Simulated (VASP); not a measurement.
# Ru: single point with PBE

Ru:

```
CELL_PARAMETERS angstrom
2.65056 0.00000 0.00000
-1.32528 2.29546 0.00000
0.00000 0.00000 4.19449
ATOMIC_POSITIONS crystal
Ru 0.33333 0.66667 0.25000
Ru 0.66667 0.33333 0.75000
```

```yaml
Program: VASP 6.6.1
Task: single point
Functional: PBE
Potentials_or_basis: VASP PAW PBE potentials, release 64 (Ru_pv)
Cutoff: 520 eV
k_mesh: 12 × 12 × 7
Occupations: fermi-dirac, width 0.15 eV
Spin: no spin polarisation
```

```
Pressure               : 28.8 GPa
Band gap on the k mesh : zero (band 14 reaches 15.59 eV, above the bottom of band 15 at 12.31 eV)
```

Stress tensor (GPa, compression positive):
```
28.44  0.00  0.00
 0.00 28.44  0.00
 0.00  0.00 29.64
```

Levels at points of the mesh, in eV from the Fermi level:
```tsv
k point	band 11	band 12	band 13	band 14	band 15	band 16	band 17	band 18
(0.00, 0.00, 0.00)	-2.68	-2.12	-2.12	-1.54	-1.54	1.28	1.28	1.36
(0.50, 0.00, 0.00)	-2.27	-1.91	-1.67	1.56	2.02	2.11	4.40	6.58
```

Run time: 34 s on 1 thread of Intel(R) Xeon(R) Platinum 8259CL CPU @ 2.50GHz (Skylake/Cascade Lake), with other jobs on the host, peak memory 0.16 GiB.
